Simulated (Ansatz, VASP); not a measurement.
# Two plane-wave programs on AgBr

```
Ag Br
1.0
     0.00000    2.83770    2.83770
     2.83770    0.00000    2.83770
     2.83770    2.83770    0.00000
Ag Br
1 1
Direct
  0.00000 0.00000 0.00000
  0.50000 0.50000 0.50000
```

Alike in both runs: functional PBEsol; k mesh 14 × 14 × 14; occupations fermi-dirac, width 0.1 eV; no spin polarisation.

Ansatz relaxed the structure, and its values are those at the end. VASP's run is a single point on that final structure, the one shown.

|  | VASP | Ansatz |
| --- | --- | --- |
| version | VASP 6.6.1 | Ansatz 0.2.0 |
| potentials or method | VASP PAW PBE potentials, release 64 (Ag, Br) | PAW with Ansatz's default frozen-core files, scalar-relativistic |
| plane-wave cutoff (eV) | 500 | 420 |
| valence electrons in the cell | 18 | 26 |

```tsv
	VASP	Ansatz	Ansatz less VASP
pressure (GPa)	-0.1	0.0	+0.02
```

VASP's potentials were made for PBE, not for PBEsol. VASP's potentials hold 18 valence electrons a cell and Ansatz's 26, so a difference there can come from the potentials and not from the codes.
